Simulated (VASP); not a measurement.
# TiB2 (P6/mmm) in VASP: a series of runs

TiB2 is run at these levels: PBEsol; tasks: electric field gradients.

Everything below comes from runs of VASP 6.6.1. Logs are shortened: lines on timing, memory, paths and dates and some standing lists are left out, and cuts for length are marked.

## Step 1: The cell of the first run

It takes space group P6/mmm (No. 191, hexagonal). Conventional cell: a = 2.988 Å, b = 2.988 Å, c = 3.185 Å, α = 90.00°, β = 90.00°, γ = 120.00°. Within 3.2 Å of Ti (site symmetry 6/mmm) lie 12 B at 2.35 Å and 8 Ti at 2.99 to 3.18 Å. B (site symmetry -6m2) has 3 B at 1.73 Å and 6 Ti at 2.35 Å within 2.4 Å.

## Step 2: Electric field gradients, PBEsol (8.21 Å³/atom)

File INCAR:

```
SYSTEM = TiB2
  ALGO = Normal
  EDIFF = 1E-8
  ENCUT = 520
  GGA = PS
  ISIF = 2
  ISMEAR = -1
  LASPH = .True.
  LCHARG = .False.
  LEFG = .True.
  LREAL = .False.
  LWAVE = .False.
  NBANDS = 16
  NELM = 80
  PREC = Accurate
  SIGMA = 0.08
```

File KPOINTS:

```
k-points
0
Gamma
  15 15 13
  0 0 0
```

File POSCAR:

```
TiB2
1.0
    2.9882580721      0.0000000000      0.0000000000
   -1.4941290361      2.5879074035      0.0000000000
    0.0000000000      0.0000000000      3.1847676243
Ti B
1 2
Direct
    0.0000000000      0.0000000000      0.0000000000
    0.3333333333      0.6666666667      0.5000000000
    0.6666666667      0.3333333333      0.5000000000
```

Potentials or basis: VASP PAW PBE potentials, release 64 (Ti_sv, B).

Started as:

```console
> cat potpaw_PBE.64/Ti_sv/POTCAR potpaw_PBE.64/B/POTCAR > POTCAR
> mpirun -np 1 vasp_std > vasp.out
```

OUTCAR:

```text
SYSTEM = TiB2
   EDIFF = 1E-8
   ENCUT = 520
   GGA = PS
   ISIF = 2
   ISMEAR = -1
   LASPH = .True.
   LREAL = .False.
   NELM = 80
   PREC = Accurate

 ion  position               nearest neighbor table
   1  0.000  0.000  0.000-   2 2.35   3 2.35   2 2.35   3 2.35   3 2.35   3 2.35   2 2.35   2 2.35
                             3 2.35   3 2.35   2 2.35   2 2.35
   2  0.333  0.667  0.500-   3 1.73   3 1.73   3 1.73   1 2.35   1 2.35   1 2.35   1 2.35   1 2.35
                             1 2.35
   3  0.667  0.333  0.500-   2 1.73   2 1.73   2 1.73   1 2.35   1 2.35   1 2.35   1 2.35   1 2.35
                             1 2.35

  LATTYP: Found a hexagonal cell.
 ALAT       =     2.9882580721
 C/A-ratio  =     1.0657605694

  Lattice vectors:

 A1 = (   2.9882580721,   0.0000000000,   0.0000000000)
 A2 = (  -1.4941290361,   2.5879074035,   0.0000000000)
 A3 = (   0.0000000000,   0.0000000000,   3.1847676243)

Analysis of symmetry for initial positions (statically):
=====================================================================
 Subroutine PRICEL returns:
 Original cell was already a primitive cell.

 Routine SETGRP: Setting up the symmetry group for a
 hexagonal supercell.

 Subroutine GETGRP returns: Found 24 space group operations
 (whereof 24 operations were pure point group operations)
 out of a pool of 24 trial point group operations.

The static configuration has the point symmetry D_6h.

Analysis of symmetry for dynamics (positions and initial velocities):
=====================================================================
 Subroutine PRICEL returns:
 Original cell was already a primitive cell.

 Routine SETGRP: Setting up the symmetry group for a
 hexagonal supercell.

 Subroutine GETGRP returns: Found 24 space group operations
 (whereof 24 operations were pure point group operations)
 out of a pool of 24 trial point group operations.

The dynamic configuration has the point symmetry D_6h.

[... 135 lines left out ...]
 NGX is ok and might be reduce to    24
   NGX = 11   NGY = 11   NGZ = 11

 number of electron      17.9999999 magnetization

 Free energy of the ion-electron system (eV)
  ---------------------------------------------------
  ext. energy  EPLUGINS =         0.00000000
  ---------------------------------------------------
  free energy    TOTEN  =       -25.78294829 eV

  energy without entropy =      -25.77531407  energy(sigma->0) =      -25.77913118

 E-fermi :  10.3721     XC(G=0): -13.0702

 val. band max:       10.3720742848   @ k =   0.2000   0.2000   0.0769
 cond. band min:      10.4181337371   @ k =   0.0667  -0.0000   0.3846
 fundamental gap:      0.0460594523
 Fermi energy:        10.3720958703

 k-point     1 :       0.0000    0.0000    0.0000
  band No.  band energies     occupation
      1     -46.2419      2.00000
      2     -22.7139      2.00000
      3     -22.3599      2.00000
      4     -22.3599      2.00000
      5      -3.3354      2.00000
      6       7.6763      2.00000
[... 433 lines left out ...]
      3     -22.6243      2.00000
      4     -22.5750      2.00000
      5       1.4063      2.00000
      6       1.4265      2.00000
[... 8 lines left out ...]
     15      19.4480      0.00000
     16      20.8110      0.00000

 [... further k-points ...]

------------------------ aborting loop because EDIFF is reached ----------------------------------------

  FORCE on cell =-STRESS in cart. coord.  units (eV):
  Direction    XX          YY          ZZ          XY          YZ          ZX
  --------------------------------------------------------------------------------------
  -------------------------------------------------------------------------------------
  Total        1.2292277      1.2292277      0.3886204     -0.0000000      0.0000000     -0.0000000
  in kB       79.9647038     79.9647038     25.2808448     -0.0000000      0.0000000     -0.0000000
  external PRESSURE =      61.7367508 kB  Pullay stress =       0.0000000 kB

 VOLUME and BASIS-vectors are now :
 -----------------------------------------------------------------------------
  energy-cutoff  :      520.00
  volume of cell :       24.63
      direct lattice vectors                 reciprocal lattice vectors
     2.988258072  0.000000000  0.000000000     0.334643118  0.193206295  0.000000000
    -1.494129036  2.587907404  0.000000000     0.000000000  0.386412589  0.000000000
     0.000000000  0.000000000  3.184767624     0.000000000  0.000000000  0.313994651

 POSITION                                       TOTAL-FORCE (eV/Angst)
 -----------------------------------------------------------------------------------
      0.00000      0.00000      0.00000        -0.000000      0.000000      0.000000
     -0.00000      1.72527      1.59238        -0.000000      0.000000     -0.000000
      1.49413      0.86264      1.59238         0.000000     -0.000000      0.000000
 -----------------------------------------------------------------------------------
    total drift:                               -0.000000      0.000000      0.000000

  FREE ENERGIE OF THE ION-ELECTRON SYSTEM (eV)
  ---------------------------------------------------
  free  energy   TOTEN  =       -25.7829482883 eV

  energy  without entropy=      -25.7753140739  energy(sigma->0) =      -25.77913118

 Electric field gradients (V/A^2)
---------------------------------------------------------------------
 ion       V_xx      V_yy      V_zz      V_xy      V_xz      V_yz
---------------------------------------------------------------------
   1      -9.572    -9.573    19.145    -0.001    -0.000     0.000
   2      -2.330    -2.330     4.660     0.000     0.000    -0.000
   3      -2.330    -2.330     4.660     0.000     0.000     0.000
---------------------------------------------------------------------

 Electric field gradients after diagonalization (V/A^2)
 (convention: |V_zz| > |V_xx| > |V_yy|)
----------------------------------------------------------------------
 ion       V_xx      V_yy      V_zz     asymmetry (V_yy - V_xx)/ V_zz
----------------------------------------------------------------------
   1      -9.574    -9.572    19.145       0.000
   2      -2.330    -2.330     4.660       0.000
   3      -2.330    -2.330     4.660       0.000
----------------------------------------------------------------------

           NMR quadrupolar parameters

 Cq : quadrupolar parameter    Cq=e*Q*V_zz/h
 eta: asymmetry parameters     (V_yy - V_xx)/ V_zz
 Q  : nuclear electric quadrupole moment in mb (millibarn)
----------------------------------------------------------------------
 ion       Cq(MHz)       eta       Q (mb)
----------------------------------------------------------------------
   1       0.046       0.000       1.000
   2       0.011       0.000       1.000
   3       0.011       0.000       1.000
----------------------------------------------------------------------
```

OSZICAR:

```text
N       E                     dE             d eps       ncg     rms          rms(c)
DAV:   1     0.120117013782E+03    0.12012E+03   -0.90424E+03  6048   0.129E+03
DAV:   2    -0.238315159856E+02   -0.14395E+03   -0.13909E+03  6504   0.343E+02
DAV:   3    -0.307457261867E+02   -0.69142E+01   -0.68554E+01  8648   0.732E+01
DAV:   4    -0.309205445991E+02   -0.17482E+00   -0.17473E+00  7384   0.102E+01
DAV:   5    -0.309250479911E+02   -0.45034E-02   -0.45030E-02  8728   0.137E+00    0.180E+01
DAV:   6    -0.257765185580E+02    0.51485E+01   -0.19504E+01  8600   0.497E+01    0.403E+00
DAV:   7    -0.257805936286E+02   -0.40751E-02   -0.94923E-01  6488   0.110E+01    0.366E+00
DAV:   8    -0.257842719957E+02   -0.36784E-02   -0.76680E-02  9904   0.228E+00    0.653E-01
DAV:   9    -0.257831914941E+02    0.10805E-02   -0.24008E-02  7456   0.200E+00    0.200E-01
DAV:  10    -0.257830198462E+02    0.17165E-03   -0.27386E-03  7896   0.661E-01    0.104E-01
DAV:  11    -0.257829623473E+02    0.57499E-04   -0.22109E-04  8000   0.153E-01    0.597E-02
DAV:  12    -0.257829484234E+02    0.13924E-04   -0.60767E-05  8088   0.932E-02    0.103E-02
DAV:  13    -0.257829484250E+02   -0.15348E-08   -0.40741E-06  7352   0.211E-02    0.321E-03
DAV:  14    -0.257829482007E+02    0.22427E-06   -0.50102E-07  8928   0.791E-03    0.728E-04
DAV:  15    -0.257829482925E+02   -0.91805E-07   -0.19771E-08  5880   0.152E-03    0.358E-04
DAV:  16    -0.257829482883E+02    0.42205E-08   -0.28205E-09  3416   0.636E-04
   1 F= -.25782948E+02 E0= -.25779131E+02  d E =-.763421E-02
```

Wall time 29 s (1 thread of Intel Xeon 6975P-C (Granite Rapids), shared host); peak memory 0.19 GiB.

Results:

| Item | Value |
| --- | --- |
| Free energy | -25.7829 eV |
| Pressure | 6.2 GPa |
| Band gap on the k mesh | zero (bands 9 and 10 overlap by 0.49 eV) |
| Largest electric field gradient by atom | Ti +19.1; B +4.7 V/Å² |

Levels at points of the mesh, in eV from the Fermi level:
| k point | band 5 | band 6 | band 7 | band 8 | band 9 | band 10 | band 11 | band 12 | band 13 | band 14 |
| --- | --- | --- | --- | --- | --- | --- | --- | --- | --- | --- |
| (0.00, 0.00, 0.00) | -13.71 | -2.70 | -2.70 | -2.33 | -2.26 | 2.00 | 2.00 | 3.86 | 3.86 | 5.93 |

Electric field gradients, principal values (V/Å²):
```csv
atom,least,middle,greatest (by size)
1 Ti,-9.572,-9.574,19.145
2 B,-2.330,-2.330,4.660
3 B,-2.330,-2.330,4.660
```

Caveat: the cell stands under pressure; without QUAD_EFG the Cq values of the log hold for a quadrupole moment of 1 mb, not for the nuclei; the PAW data sets were made with another functional, which shifts forces and pressure a little.

## Step 3: Electric field gradients, PBEsol (9.06 Å³/atom)

This run uses another cell than the first one, of 9.06 Å³/atom.

File INCAR:

```
SYSTEM = TiB2
ALGO = Normal
EDIFF = 1E-8
ENCUT = 520
GGA = PS
ISIF = 2
ISMEAR = -1
LASPH = .True.
LCHARG = .False.
LEFG = .True.
LREAL = .False.
LWAVE = .False.
NBANDS = 16
NELM = 100
PREC = Accurate
SIGMA = 0.08
```

KPOINTS is that of step 2.

File POSCAR:

```
TiB2
1.0
    3.0886093280      0.0000000000      0.0000000000
   -1.5443046640      2.6748141404      0.0000000000
    0.0000000000      0.0000000000      3.2917180359
Ti B
1 2
Direct
    0.0000000000      0.0000000000      0.0000000000
    0.3333333333      0.6666666667      0.5000000000
    0.6666666667      0.3333333333      0.5000000000
```

Potentials or basis: VASP PAW PBE potentials, release 64 (Ti_sv, B).

Started as:

```console
> cat potpaw_PBE.64/Ti_sv/POTCAR potpaw_PBE.64/B/POTCAR > POTCAR
> mpirun -np 1 vasp_std > vasp.out
```

OUTCAR:

```text
SYSTEM = TiB2
   EDIFF = 1E-8
   ENCUT = 520
   GGA = PS
   ISIF = 2
   ISMEAR = -1
   LASPH = .True.
   LREAL = .False.
   NELM = 100
   PREC = Accurate

 ion  position               nearest neighbor table
   1  0.000  0.000  0.000-   2 2.43   3 2.43   2 2.43   3 2.43   2 2.43   2 2.43   3 2.43   3 2.43
                             3 2.43   3 2.43   2 2.43   2 2.43
   2  0.333  0.667  0.500-   3 1.78   3 1.78   3 1.78   1 2.43   1 2.43   1 2.43   1 2.43   1 2.43
                             1 2.43
   3  0.667  0.333  0.500-   2 1.78   2 1.78   2 1.78   1 2.43   1 2.43   1 2.43   1 2.43   1 2.43
                             1 2.43

  LATTYP: Found a hexagonal cell.
 ALAT       =     3.0886093280
 C/A-ratio  =     1.0657605693

  Lattice vectors:

[... 658 lines left out ...]
  volume of cell :       27.19
      direct lattice vectors                 reciprocal lattice vectors
     3.088609328  0.000000000  0.000000000     0.323770310  0.186928876  0.000000000
    -1.544304664  2.674814140  0.000000000     0.000000000  0.373857751  0.000000000
     0.000000000  0.000000000  3.291718036     0.000000000  0.000000000  0.303792727

 POSITION                                       TOTAL-FORCE (eV/Angst)
 -----------------------------------------------------------------------------------
      0.00000      0.00000      0.00000        -0.000000      0.000000      0.000000
     -0.00000      1.78321      1.64586         0.000000      0.000000     -0.000000
      1.54430      0.89160      1.64586        -0.000000      0.000000      0.000000
 -----------------------------------------------------------------------------------
    total drift:                               -0.000000      0.000000      0.000000

  FREE ENERGIE OF THE ION-ELECTRON SYSTEM (eV)
  ---------------------------------------------------
  free  energy   TOTEN  =       -25.6771361526 eV

  energy  without entropy=      -25.6684141408  energy(sigma->0) =      -25.67277515

 Electric field gradients (V/A^2)
---------------------------------------------------------------------
 ion       V_xx      V_yy      V_zz      V_xy      V_xz      V_yz
---------------------------------------------------------------------
   1      -8.987    -8.987    17.974    -0.001     0.000     0.000
   2      -2.317    -2.317     4.633    -0.000     0.000     0.000
   3      -2.317    -2.317     4.633    -0.000     0.000     0.000
---------------------------------------------------------------------

 Electric field gradients after diagonalization (V/A^2)
 (convention: |V_zz| > |V_xx| > |V_yy|)
----------------------------------------------------------------------
 ion       V_xx      V_yy      V_zz     asymmetry (V_yy - V_xx)/ V_zz
----------------------------------------------------------------------
   1      -8.988    -8.986    17.974       0.000
   2      -2.317    -2.317     4.633       0.000
   3      -2.317    -2.317     4.633       0.000
----------------------------------------------------------------------

           NMR quadrupolar parameters

 Cq : quadrupolar parameter    Cq=e*Q*V_zz/h
 eta: asymmetry parameters     (V_yy - V_xx)/ V_zz
 Q  : nuclear electric quadrupole moment in mb (millibarn)
----------------------------------------------------------------------
 ion       Cq(MHz)       eta       Q (mb)
----------------------------------------------------------------------
   1       0.043       0.000       1.000
   2       0.011       0.000       1.000
   3       0.011       0.000       1.000
----------------------------------------------------------------------
```

OSZICAR:

```text
N       E                     dE             d eps       ncg     rms          rms(c)
DAV:   1     0.118760774417E+03    0.11876E+03   -0.89228E+03  6048   0.126E+03
DAV:   2    -0.235200326157E+02   -0.14228E+03   -0.13759E+03  6512   0.338E+02
DAV:   3    -0.304961428365E+02   -0.69761E+01   -0.69039E+01  8848   0.725E+01
DAV:   4    -0.306565183715E+02   -0.16038E+00   -0.16027E+00  7328   0.984E+00
DAV:   5    -0.306611107458E+02   -0.45924E-02   -0.45923E-02  8808   0.141E+00    0.158E+01
DAV:   6    -0.257211681761E+02    0.49399E+01   -0.21162E+01  8736   0.475E+01    0.363E+00
DAV:   7    -0.256852348053E+02    0.35933E-01   -0.11516E+00  6632   0.123E+01    0.307E+00
DAV:   8    -0.256844398764E+02    0.79493E-03   -0.11696E-01 10200   0.301E+00    0.758E-01
DAV:   9    -0.256778844058E+02    0.65555E-02   -0.56658E-02  7872   0.286E+00    0.261E-01
DAV:  10    -0.256771041502E+02    0.78026E-03   -0.40573E-03  7424   0.735E-01    0.569E-02
DAV:  11    -0.256771678054E+02   -0.63655E-04   -0.42139E-04  9352   0.205E-01    0.498E-02
DAV:  12    -0.256771365851E+02    0.31220E-04   -0.12717E-04  7536   0.136E-01    0.107E-02
DAV:  13    -0.256771362544E+02    0.33068E-06   -0.49727E-06  8120   0.180E-02    0.158E-03
DAV:  14    -0.256771361243E+02    0.13011E-06   -0.23084E-07  7560   0.402E-03    0.629E-04
DAV:  15    -0.256771361623E+02   -0.37952E-07   -0.23018E-08  7328   0.102E-03    0.395E-04
DAV:  16    -0.256771361526E+02    0.97266E-08   -0.49010E-09  4568   0.568E-04
   1 F= -.25677136E+02 E0= -.25672775E+02  d E =-.872201E-02
```

Run time: 2.1 min. Hardware: 1 thread of AMD EPYC 7R43 (Zen 3), shared host; peak memory 0.17 GiB.

What came out:

```
Free energy                             : -25.6771 eV
Pressure                                : -17.7 GPa
Band gap on the k mesh                  : zero (bands 9 and 10 overlap by 0.43 eV)
Largest electric field gradient by atom : Ti +18.0; B +4.6 V/Å²
```

Stress tensor (GPa, compression positive):
```
-17.76   0.00   0.00
  0.00 -17.76   0.00
  0.00   0.00 -17.46
```

Electric field gradients, principal values (V/Å²):
| atom | least | middle | greatest (by size) |
| --- | --- | --- | --- |
| 1 Ti | -8.986 | -8.988 | 17.974 |
| 2 B | -2.317 | -2.317 | 4.633 |
| 3 B | -2.317 | -2.317 | 4.633 |

Caveat: the cell stands under tension; without QUAD_EFG the Cq values of the log hold for a quadrupole moment of 1 mb, not for the nuclei; the PAW data sets were made with another functional, which shifts forces and pressure a little.
